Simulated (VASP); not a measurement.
Set up this calculation in VASP 6.6.1, as the native input.

```yaml
Task: single point
Functional: PBE
Potentials_or_basis: VASP PAW PBE potentials, release 64 (C, Si)
Cutoff: 520 eV
k_mesh: 4 × 4 × 4
Occupations: gaussian, width 0.01 eV
Spin: no spin polarisation
Dipole_correction: no
Further_INCAR_settings: ALGO = Normal; EDIFF = 1e-06; NBANDS = 16
```

The structure of SiC lies in POSCAR:

```
SiC
1.0
    1.5154541292      0.8749478494      5.2310196099
   -1.5154541292      0.8749478494      5.2310196099
    0.0000000000     -1.7498956989      5.2310196099
C Si
2 2
Direct
    0.4491910688      0.4491910688      0.4491910688
    0.5508089312      0.5508089312      0.5508089312
    0.9254740592      0.9254740592      0.9254740592
    0.0745259408      0.0745259408      0.0745259408
```

This cell differs from its parent crystal: volume changed by -5%.

One way to write it, as run:

INCAR

```
ALGO = Normal
EDIFF = 1E-6
ENCUT = 520
GGA = PE
ISIF = 2
ISMEAR = 0
LASPH = T
LCHARG = F
LREAL = F
LWAVE = F
NBANDS = 16
NELM = 100
PREC = Accurate
SIGMA = 0.01
```

KPOINTS

```
k-points
0
Gamma
  4 4 4
```

Potentials or basis: VASP PAW PBE potentials, release 64 (C, Si).

The run is started by

```bash
$ cat potpaw_PBE.64/C/POTCAR potpaw_PBE.64/Si/POTCAR > POTCAR
$ mpirun -np 1 vasp_std > vasp.out
```

Results of the run:

```json
{
  "Pressure": "14.5 GPa",
  "Largest force": "0.292 eV/Å",
  "Band gap on the k mesh": "0.37 eV, indirect (least direct gap 1.75 eV)"
}
```

Caveat: the k points lie up to 0.61 Å⁻¹ apart.

It took 23 s on 1 thread of Intel Xeon 6975P-C, on a shared host, peak memory 0.23 GiB.
